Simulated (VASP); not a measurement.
# Ca6F (Fm-3m) in VASP: further runs

Runs on Ca6F. Level: PBE. Tasks: single point.

Everything below comes from runs of VASP 6.6.1. Logs are shortened: lines on timing, memory, paths and dates and some standing lists are left out, and cuts for length are marked.

## 1. The cell of the first run

Symmetry: Fm-3m, No. 225, cubic system. Conventional cell: a = 8.625 Å, b = 8.625 Å, c = 8.625 Å, α = 90.00°, β = 90.00°, γ = 90.00°. Within 3.1 Å of Ca (site symmetry 4mm) lie 1 F at 2.36 Å and 4 Ca at 2.76 Å. F (site symmetry m-3m) has 6 Ca at 2.36 Å within 3.1 Å.

The cell was built from a structure type or drawn by symmetry, and may not be a known phase.

## 2. Single point, PBE

File INCAR:

```
PREC = Accurate ; ENCUT = 520
EDIFF = 1E-7 ; ISMEAR = 0
SIGMA = 0.1 ; LREAL = False
LASPH = True ; NELM = 80
ALGO = Normal ; ISIF = 2
LWAVE = False ; LCHARG = False
GGA = PE ; NBANDS = 42
```

File KPOINTS:

```
Automatic mesh
0
Gamma
  4 4 4
```

File POSCAR:

```
Ca6F
1.0
    0.0000000000      4.3127090600      4.3127090600
    4.3127090600      0.0000000000      4.3127090600
    4.3127090600      4.3127090600      0.0000000000
Ca F
6 1
Direct
    0.2266721100      0.7733278900      0.7733278900
    0.7733278900      0.2266721100      0.2266721100
    0.7733278900      0.2266721100      0.7733278900
    0.2266721100      0.7733278900      0.2266721100
    0.7733278900      0.7733278900      0.2266721100
    0.2266721100      0.2266721100      0.7733278900
    0.5000000000      0.5000000000      0.5000000000
```

Potentials or basis: VASP PAW PBE potentials, release 64 (Ca_sv, F).

The run is started by

```sh
cat potpaw_PBE.64/Ca_sv/POTCAR potpaw_PBE.64/F/POTCAR > POTCAR
mpirun -np 1 vasp_std > vasp.out
```

OUTCAR:

```text
PREC = Accurate
   ENCUT = 520
   EDIFF = 1E-7
   ISMEAR = 0
   LREAL = False
   LASPH = True
   NELM = 80
   ISIF = 2
   GGA = PE

 ion  position               nearest neighbor table
   1  0.227  0.773  0.773-   7 2.36   4 2.76   5 2.76   6 2.76   3 2.76
   2  0.773  0.227  0.227-   7 2.36   4 2.76   5 2.76   6 2.76   3 2.76
   3  0.773  0.227  0.773-   7 2.36   2 2.76   5 2.76   6 2.76   1 2.76
   4  0.227  0.773  0.227-   7 2.36   2 2.76   5 2.76   6 2.76   1 2.76
   5  0.773  0.773  0.227-   7 2.36   2 2.76   3 2.76   4 2.76   1 2.76
   6  0.227  0.227  0.773-   7 2.36   2 2.76   3 2.76   4 2.76   1 2.76
   7  0.500  0.500  0.500-   1 2.36   2 2.36   3 2.36   4 2.36   5 2.36   6 2.36

  LATTYP: Found a face centered cubic cell.
 ALAT       =     8.6254181200

  Lattice vectors:

 A1 = (   0.0000000000,   4.3127090600,   4.3127090600)
 A2 = (   4.3127090600,   0.0000000000,   4.3127090600)
 A3 = (   4.3127090600,   4.3127090600,   0.0000000000)

Analysis of symmetry for initial positions (statically):
=====================================================================
 Subroutine PRICEL returns:
 Original cell was already a primitive cell.

 Routine SETGRP: Setting up the symmetry group for a
 face centered cubic supercell.

 Subroutine GETGRP returns: Found 48 space group operations
 (whereof 48 operations were pure point group operations)
 out of a pool of 48 trial point group operations.

The static configuration has the point symmetry O_h .

Analysis of symmetry for dynamics (positions and initial velocities):
=====================================================================
 Subroutine PRICEL returns:
 Original cell was already a primitive cell.

 Routine SETGRP: Setting up the symmetry group for a
 face centered cubic supercell.

 Subroutine GETGRP returns: Found 48 space group operations
 (whereof 48 operations were pure point group operations)
 out of a pool of 48 trial point group operations.

The dynamic configuration has the point symmetry O_h .

 Subroutine INISYM returns: Found 48 space group operations
 (whereof 48 operations are pure point group operations),
 and found     1 'primitive' translations

----------------------------------------------------------------------------------------

                                     Primitive cell

  volume of cell :     160.4281

  direct lattice vectors                    reciprocal lattice vectors
     0.000000000  4.312709060  4.312709060    -0.115936409  0.115936409  0.115936409
     4.312709060  0.000000000  4.312709060     0.115936409 -0.115936409  0.115936409
     4.312709060  4.312709060  0.000000000     0.115936409  0.115936409 -0.115936409

  length of vectors
     6.099091643  6.099091643  6.099091643     0.200807750  0.200807750  0.200807750

  position of ions in fractional coordinates (direct lattice)
     0.226672110  0.773327890  0.773327890
     0.773327890  0.226672110  0.226672110
     0.773327890  0.226672110  0.773327890
     0.226672110  0.773327890  0.226672110
     0.773327890  0.773327890  0.226672110
     0.226672110  0.226672110  0.773327890
     0.500000000  0.500000000  0.500000000

  ion indices of the primitive-cell ions
   primitive index   ion index
                 1           1
                 2           2
                 3           3
                 4           4
                 5           5
                 6           6
                 7           7

----------------------------------------------------------------------------------------

 KPOINTS: Automatic mesh

Automatic generation of k-mesh.
 Grid dimensions read from file:
 generate k-points for:    4    4    4

 Generating k-lattice:

  Cartesian coordinates                     Fractional coordinates (reciprocal lattice)
    -0.028984102  0.028984102  0.028984102     0.250000000  0.000000000  0.000000000
     0.028984102 -0.028984102  0.028984102     0.000000000  0.250000000  0.000000000
     0.028984102  0.028984102 -0.028984102     0.000000000  0.000000000  0.250000000

  Length of vectors
     0.050201938  0.050201938  0.050201938

  Shift w.r.t. Gamma in fractional coordinates (k-lattice)
     0.000000000  0.000000000  0.000000000

 Subroutine IBZKPT returns following result:
 ===========================================

 Found      8 irreducible k-points:

 Following reciprocal coordinates:
            Coordinates               Weight
  0.000000  0.000000  0.000000      1.000000
  0.250000  0.000000  0.000000      8.000000
  0.500000  0.000000  0.000000      4.000000
  0.250000  0.250000  0.000000      6.000000
  0.500000  0.250000  0.000000     24.000000
 -0.250000  0.250000  0.000000     12.000000
  0.500000  0.500000  0.000000      3.000000
 -0.250000  0.500000  0.250000      6.000000
   k-points           NKPTS =      8   k-points in BZ     NKDIM =      8   number of bands    NBANDS=     42
   number of dos      NEDOS =    301   number of ions     NIONS =      7
   total plane-waves  NPLWV = 110592
   dimension x,y,z NGX =    48 NGY =   48 NGZ =   48
   dimension x,y,z NGXF=    96 NGYF=   96 NGZF=   96
   ions per type =               6   1
   NGX,Y,Z   is equivalent  to a cutoff of  13.08, 13.08, 13.08 a.u.
   NGXF,Y,Z  is equivalent  to a cutoff of  26.17, 26.17, 26.17 a.u.
 SYSTEM =  unknown system
   PREC   = accura    normal or accurate (medium, high low for compatibility)
   ISTART =      0    job   : 0-new  1-cont  2-samecut
   ICHARG =      2    charge: 1-file 2-atom 10-const
   ISPIN  =      1    spin polarized calculation?
   LNONCOLLINEAR =      F non collinear calculations
   LSORBIT =      F    spin-orbit coupling
   LASPH  =      T    aspherical Exc in radial PAW
   ENCUT  =  520.0 eV  38.22 Ry    6.18 a.u.  11.34 11.34 11.34*2*pi/ulx,y,z
   NELM   =     80;   NELMIN=  2; NELMDL= -5     # of ELM steps
   EDIFF  = 0.1E-06   stopping-criterion for ELM
   LREAL  =      F    real-space projection
   EDIFFG = 0.1E-05   stopping-criterion for IOM
   NSW    =      0    number of steps for IOM
   IBRION =     -1    ionic relax: 0-MD 1-quasi-New 2-CG
   NFREE  =      0    steps in history (QN), initial steepest desc. (CG)
   ISIF   =      2    stress and relaxation
   ISYM   =      2    0-nonsym 1-usesym 2-fastsym
   POTIM  = 0.5000    time-step for ionic-motion
   TEBEG  =    0.0;   TEEND  =   0.0 temperature during run
   PSTRESS=    0.0 pullay stress
   NELECT =      67.0000    total number of electrons
   NUPDOWN=      -1.0000    fix difference up-down
   EMIN   =  10.00;   EMAX   =-10.00  energy-range for DOS
   EFERMI =   0.00;   METHOD = LEGACY
   ISMEAR =     0;   SIGMA  =   0.10  broadening in eV -4-tet -1-fermi 0-gaus
   EFERMI_NEDOS =   21; number of points for ismear=-14 and -15
   IALGO  =     38    algorithm
   IMIX   =      4    mixing-type and parameters
     AMIX     =   0.40;   BMIX     =  1.00
     AMIX_MAG =   1.60;   BMIX_MAG =  1.00
  volume/ion in A,a.u.               =      22.92       154.66
  Fermi-wavevector in a.u.,A,eV,Ry     =   1.223694  2.312447 20.373741  1.497428
  Thomas-Fermi vector in A             =   2.358796
   LORBIT       =      0    0 simple, 1 ext, 2 COOP (PROOUT), +10 PAW based schemes
   GGA     = PE    functional components
   LHFCALC =     F    Hartree Fock is set to
   AEXX    =    0.0000 exact exchange contribution
   IVDW    =     0    specifies the selected vdW correction
   LEPSILON=     F    determine dielectric tensor
   LRPA    =     F    only Hartree local field effects (RPA)
 non-spin polarized calculation
 Gauss-broadening in eV      SIGMA  =   0.10
  energy-cutoff  :      520.00
  volume of cell :      160.43
 maximum number of plane-waves:      4339
 NGX is ok and might be reduce to    48
   NGX = 23   NGY = 23   NGZ = 23

 number of electron      66.9999991 magnetization

 Free energy of the ion-electron system (eV)
  ---------------------------------------------------
  ext. energy  EPLUGINS =         0.00000000
  ---------------------------------------------------
  free energy    TOTEN  =        -7.77592593 eV

  energy without entropy =       -7.72354281  energy(sigma->0) =       -7.74973437

 E-fermi :   4.4564     XC(G=0):  -9.4171

 val. band max:        4.4527307197   @ k =   0.2500   0.2500   0.0000
 cond. band min:       4.4723882531   @ k =  -0.2500   0.2500   0.0000
 fundamental gap:      0.0196575334
 Fermi energy:         4.4563958341

 k-point     1 :       0.0000    0.0000    0.0000
  band No.  band energies     occupation
      1     -37.2935      2.00000
      2     -36.9843      2.00000
      3     -36.9843      2.00000
      4     -36.9843      2.00000
      5     -36.8369      2.00000
      6     -36.8369      2.00000
[... 34 lines left out ...]
     41       6.4396      0.00000
     42       6.4396      0.00000

 k-point     2 :       0.2500    0.0000    0.0000
  band No.  band energies     occupation
      1     -37.2749      2.00000
      2     -37.0044      2.00000
      3     -36.9764      2.00000
      4     -36.9764      2.00000
      5     -36.8453      2.00000
      6     -36.8453      2.00000
[... 34 lines left out ...]
     41       6.0549      0.00000
     42       6.0549      0.00000

 k-point     3 :       0.5000    0.0000    0.0000
  band No.  band energies     occupation
      1     -37.2530      2.00000
      2     -37.0277      2.00000
      3     -36.9673      2.00000
      4     -36.9673      2.00000
      5     -36.8548      2.00000
      6     -36.8548      2.00000
[... 177 lines left out ...]
      4     -36.9860      2.00000
      5     -36.8889      2.00000
      6     -36.8357      2.00000
[... 34 lines left out ...]
     41       5.8266      0.00000
     42       5.8406      0.00000

 k-point     8 :      -0.2500    0.5000    0.2500
  band No.  band energies     occupation
      1     -37.2410      2.00000
      2     -36.9945      2.00000
      3     -36.9868      2.00000
      4     -36.9868      2.00000
      5     -36.8694      2.00000
      6     -36.8480      2.00000
[... 34 lines left out ...]
     41       5.8675      0.00000
     42       5.8675      0.00000

------------------------ aborting loop because EDIFF is reached ----------------------------------------

  FORCE on cell =-STRESS in cart. coord.  units (eV):
  Direction    XX          YY          ZZ          XY          YZ          ZX
  --------------------------------------------------------------------------------------
  -------------------------------------------------------------------------------------
  Total       23.3602179     23.3602179     23.3602179      0.0000000      0.0000000     -0.0000000
  in kB      233.2958389    233.2958389    233.2958389      0.0000000      0.0000000     -0.0000000
  external PRESSURE =     233.2958389 kB  Pullay stress =       0.0000000 kB

 VOLUME and BASIS-vectors are now :
 -----------------------------------------------------------------------------
  energy-cutoff  :      520.00
  volume of cell :      160.43
      direct lattice vectors                 reciprocal lattice vectors
     0.000000000  4.312709060  4.312709060    -0.115936409  0.115936409  0.115936409
     4.312709060  0.000000000  4.312709060     0.115936409 -0.115936409  0.115936409
     4.312709060  4.312709060  0.000000000     0.115936409  0.115936409 -0.115936409

 POSITION                                       TOTAL-FORCE (eV/Angst)
 -----------------------------------------------------------------------------------
      6.67028      4.31271      4.31271        -3.413643     -0.000000      0.000000
      1.95514      4.31271      4.31271         3.413643     -0.000000      0.000000
      4.31271      6.67028      4.31271        -0.000000     -3.413643      0.000000
      4.31271      1.95514      4.31271        -0.000000      3.413643      0.000000
      4.31271      4.31271      6.67028        -0.000000     -0.000000     -3.413643
      4.31271      4.31271      1.95514        -0.000000     -0.000000      3.413643
      4.31271      4.31271      4.31271        -0.000000      0.000000      0.000000
 -----------------------------------------------------------------------------------
    total drift:                                0.000000     -0.000000     -0.000000

  FREE ENERGIE OF THE ION-ELECTRON SYSTEM (eV)
  ---------------------------------------------------
  free  energy   TOTEN  =        -7.7759259293 eV

  energy  without entropy=       -7.7235428085  energy(sigma->0) =       -7.74973437
```

It took 2.8 min on 1 thread of Intel Xeon 8259CL, shared host; peak memory 0.32 GiB.

Results:

```
Free energy            : -7.7759 eV
Pressure               : 23.3 GPa
Largest force          : 3.414 eV/Å
Band gap on the k mesh : zero (an odd number of electrons rules out a gap without spin polarisation)
```

Forces in eV/Å, atoms in the order of the input:
```
Ca  -3.414  0.000  0.000
Ca   3.414  0.000  0.000
Ca   0.000 -3.414  0.000
Ca   0.000  3.414  0.000
Ca   0.000  0.000 -3.414
Ca   0.000  0.000  3.414
F    0.000  0.000  0.000
```

Levels at points of the mesh, in eV from the Fermi level:
```csv
k point,band 32,band 33,band 34,band 35,band 36,band 37
"(0.00, 0.00, 0.00)",-0.20,-0.20,-0.03,-0.03,-0.03,0.21
"(0.50, 0.00, 0.00)",-0.41,0.12,0.21,0.21,0.46,0.46
"(0.50, 0.50, 0.00)",-0.71,-0.25,-0.25,0.44,0.70,0.91
```

Caveat: the cell stands under pressure; an odd number of electrons without spin polarisation forces a metal; a magnetic or distorted state may lie lower.

## 3. Single point, PBE

This run uses another cell than the first one, of 41.93 Å³/atom.

File INCAR:

```
SYSTEM = Ca6F
ALGO     = Normal         ! electronic algorithm
EDIFF    = 1E-6           ! SCF threshold, eV
ENCUT    = 520            ! plane-wave cutoff, eV
GGA      = PE             ! functional
ISIF     = 2              ! what is computed and relaxed
ISMEAR   = 0              ! smearing method
LASPH    = .True.         ! aspherical terms in the spheres
LCHARG   = .False.        ! write CHGCAR
LREAL    = .False.        ! projectors in reciprocal space
LWAVE    = .False.        ! write WAVECAR
NBANDS   = 42             ! bands
NELM     = 100            ! most SCF steps
PREC     = Accurate       ! precision mode
SIGMA    = 0.1            ! smearing width, eV
```

File KPOINTS:

```
k-points
0
Gamma
  4 4 4
  0 0 0
```

File POSCAR:

```
Ca6F
1.0
    0.0000000000      5.2746380281      5.2746380281
    5.2746380281      0.0000000000      5.2746380281
    5.2746380281      5.2746380281      0.0000000000
Ca F
6 1
Direct
    0.2471849632      0.7528150368      0.7528150368
    0.7528150368      0.2471849632      0.2471849632
    0.7528150368      0.2471849632      0.7528150368
    0.2471849632      0.7528150368      0.2471849632
    0.7528150368      0.7528150368      0.2471849632
    0.2471849632      0.2471849632      0.7528150368
    0.5000000000      0.5000000000      0.5000000000
```

Potentials or basis: VASP PAW PBE potentials, release 64 (Ca_sv, F).

The run is started by

```sh
cat potpaw_PBE.64/Ca_sv/POTCAR potpaw_PBE.64/F/POTCAR > POTCAR
mpirun -np 1 vasp_std > vasp.out
```

It took 4 min on 1 thread of Intel Xeon 8259CL, shared host; peak memory 0.45 GiB.

Results (log left out):

```
Free energy            : -15.9137 eV
Pressure               : 0.1 GPa
Largest force          : 0.015 eV/Å
Band gap on the k mesh : zero (an odd number of electrons rules out a gap without spin polarisation)
```

Forces on the atoms (eV/Å):
```
Ca   0.015  0.000  0.000
Ca  -0.015  0.000  0.000
Ca   0.000  0.015  0.000
Ca   0.000 -0.015  0.000
Ca   0.000  0.000  0.015
Ca   0.000  0.000 -0.015
F    0.000  0.000  0.000
```

Levels at points of the mesh, in eV from the Fermi level:
| k point | band 32 | band 33 | band 34 | band 35 | band 36 | band 37 |
| --- | --- | --- | --- | --- | --- | --- |
| (0.00, 0.00, 0.00) | -0.35 | -0.35 | -0.25 | 0.10 | 0.10 | 0.48 |
| (0.50, 0.00, 0.00) | -0.31 | -0.31 | -0.04 | -0.04 | 0.13 | 0.55 |
| (0.50, 0.50, 0.00) | -0.98 | -0.76 | -0.55 | 0.81 | 0.81 | 0.84 |

Caveat: an odd number of electrons without spin polarisation forces a metal; a magnetic or distorted state may lie lower.

## 4. Single point, PBE

This run uses another cell than the first one, of 41.88 Å³/atom.

File INCAR:

```
PREC = Accurate
ENCUT = 520
EDIFF = 1E-6
ISMEAR = 0
SIGMA = 0.1
LREAL = False
LASPH = True
NELM = 100
ALGO = Normal
ISIF = 2
LWAVE = False
LCHARG = False
GGA = PE
NBANDS = 42
```

File KPOINTS:

```
regular mesh
0
Gamma
  6 6 6
```

File POSCAR:

```
Ca6F
1.0
    0.0000000000      5.2727965946      5.2727965946
    5.2727965946      0.0000000000      5.2727965946
    5.2727965946      5.2727965946      0.0000000000
Ca F
6 1
Direct
    0.2469917787      0.7530082213      0.7530082213
    0.7530082213      0.2469917787      0.2469917787
    0.7530082213      0.2469917787      0.7530082213
    0.2469917787      0.7530082213      0.2469917787
    0.7530082213      0.7530082213      0.2469917787
    0.2469917787      0.2469917787      0.7530082213
    0.5000000000      0.5000000000      0.5000000000
```

The run is started by

```sh
cat potpaw_PBE.64/Ca_sv/POTCAR potpaw_PBE.64/F/POTCAR > POTCAR
mpirun -np 1 vasp_std > vasp.out
```

Run time: 8.2 min. Hardware: 1 thread of Intel Xeon 8259CL, shared host; peak memory 0.5 GiB.

The run converged. Its results:

```
Free energy            : -15.8818 eV
Pressure               : 0.0 GPa
Largest force          : 0.004 eV/Å
Band gap on the k mesh : zero (an odd number of electrons rules out a gap without spin polarisation)
```

Forces in eV/Å, atoms in the order of the input:
```
Ca   0.004  0.000  0.000
Ca  -0.004  0.000  0.000
Ca   0.000  0.004  0.000
Ca   0.000 -0.004  0.000
Ca   0.000  0.000  0.004
Ca   0.000  0.000 -0.004
F    0.000  0.000  0.000
```

Levels at points of the mesh, in eV from the Fermi level:
```csv
k point,band 30,band 31,band 32,band 33,band 34,band 35,band 36,band 37,band 38,band 39
"(0.00, 0.00, 0.00)",-0.41,-0.31,-0.31,-0.31,-0.21,0.14,0.14,0.52,0.52,0.52
"(0.50, 0.00, 0.00)",-2.24,-0.43,-0.28,-0.28,0.00,0.00,0.17,0.59,0.74,0.74
"(0.50, 0.50, 0.00)",-1.79,-0.94,-0.94,-0.72,-0.51,0.85,0.85,0.88,0.88,0.99
```

Caveat: an odd number of electrons without spin polarisation forces a metal; a magnetic or distorted state may lie lower.

## 5. Summary

```tsv
cell	k mesh	gap on the mesh (eV)	pressure (GPa)	largest force (eV/Å)
a = 6.099 Å, angles 60.0°, 7 atoms, atomic positions A	4 × 4 × 4	none	23.3	3.41
a = 7.459 Å, angles 60.0°, 7 atoms, atomic positions B	4 × 4 × 4	none	0.1	0.01
a = 7.457 Å, angles 60.0°, 7 atoms, atomic positions B	6 × 6 × 6	none	0.0	-
```

Alike in all rows: task single point; level PBE; potentials or basis VASP PAW PBE potentials, release 64 (Ca_sv, F); no spin polarisation; cutoff (eV) 520; smearing gaussian 0.1 eV.

Caveats: an odd number of electrons without spin polarisation forces a metal; a magnetic or distorted state may lie lower; the cell stands under pressure (at least some runs).

Total energies depend on the potentials used, so only differences within one code and one set of settings carry meaning.
